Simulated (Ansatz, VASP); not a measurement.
Two plane-wave programs on Sb

```xyz
2
Lattice="1.9615 -1.1325 3.3438 0.0000 2.2649 3.3438 -1.9615 -1.1325 3.3438" Properties=species:S:1:pos:R:3 pbc="T T T"
Sb    0.0000    0.0000    2.5078
Sb    0.0000    0.0000   -2.5078
```

Change from the starting cell: volume scaled by 0.7, PAW files.

Alike in both runs: task single point; functional PBE; k mesh 11 × 11 × 11; occupations fermi-dirac, width 0.1 eV; no spin polarisation.

|  | VASP | Ansatz |
| --- | --- | --- |
| version | VASP 6.6.1 | Ansatz 0.2.0 |
| potentials or method | VASP PAW PBE potentials, release 64 (Sb) | PAW with Ansatz's default frozen-core files, scalar-relativistic |
| plane-wave cutoff (eV) | 520 | 420 |
| valence electrons in the cell | 10 | 30 |

```csv
,VASP,Ansatz,Ansatz less VASP
pressure (GPa),33.1,32.6,-0.50
```

Both programs put the cell under a high pressure, so it lies far from rest at this level. VASP's potentials hold 10 valence electrons a cell and Ansatz's 30, so a difference there can come from the potentials and not from the codes. Ansatz's warnings: structure snapped to symmetry.

Spin-orbit coupling is off throughout.
